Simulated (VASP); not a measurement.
Wanted: the native input for a VASP 6.6.1 run.

```yaml
Task: relaxation of cell and atoms
Functional: PBEsol
Potentials_or_basis: VASP PAW PBE potentials, release 64 (Sc_sv, Al)
Cutoff: 600 eV
k_mesh: 7 × 7 × 7
Occupations: fermi-dirac, width 0.05 eV
Spin: no spin polarisation
Dipole_correction: no
Further_INCAR_settings: ALGO = Normal; EDIFF = 1e-06; IBRION = 2; EDIFFG = -0.01; NSW = 60; ISIF = 3
```

The structure of ScAl3 lies in POSCAR:

```
ScAl3
1.0
    4.0878065700      0.0000000000      0.0000000000
    0.0000000000      4.0878065700      0.0000000000
    0.0000000000      0.0000000000      4.0878065700
Sc Al
1 3
Direct
    0.0000000000      0.0000000000      0.0000000000
    0.5000000000      0.5000000000      0.0000000000
    0.0000000000      0.5000000000      0.5000000000
    0.5000000000      0.0000000000      0.5000000000
```

These files were run (other wordings do the same):

INCAR

```
  PREC = Accurate
  ENCUT = 600
  EDIFF = 1E-6
  ISMEAR = -1
  SIGMA = 0.05
  LREAL = F
  LASPH = T
  NELM = 60
  ALGO = Normal
  ISIF = 3
  LWAVE = F
  LCHARG = F
  GGA = PS
  IBRION = 2
  NSW = 60
  EDIFFG = -0.01
```

KPOINTS

```
Automatic mesh
0
Gamma
  7 7 7
```

Potentials or basis: VASP PAW PBE potentials, release 64 (Sc_sv, Al).

Launch:

```console
$ cat potpaw_PBE.64/Sc_sv/POTCAR potpaw_PBE.64/Al/POTCAR > POTCAR
$ mpirun -np 1 vasp_std > vasp.out
```

Results of the run:

The relaxed volume is 16.89 Å³/atom, the relaxed cell is a = 4.073 Å, b = 4.073 Å, c = 4.073 Å, α = 90.00°, β = 90.00°, γ = 90.00° and the space group after relaxing (to 0.05 Å) is Pm-3m (No. 221). The energy gained by relaxing is 0.6 meV/atom, the ionic steps are 3 and the pressure after relaxing is 0.0 GPa. The band gap on the k mesh is zero (band 10 reaches 8.30 eV, above the bottom of band 11 at 4.62 eV).

Caveat: the PAW data sets were made with another functional, which shifts forces and pressure a little.

It took 52 s on 1 thread of Intel Xeon 6975P-C (shared host), peak memory 0.22 GiB.
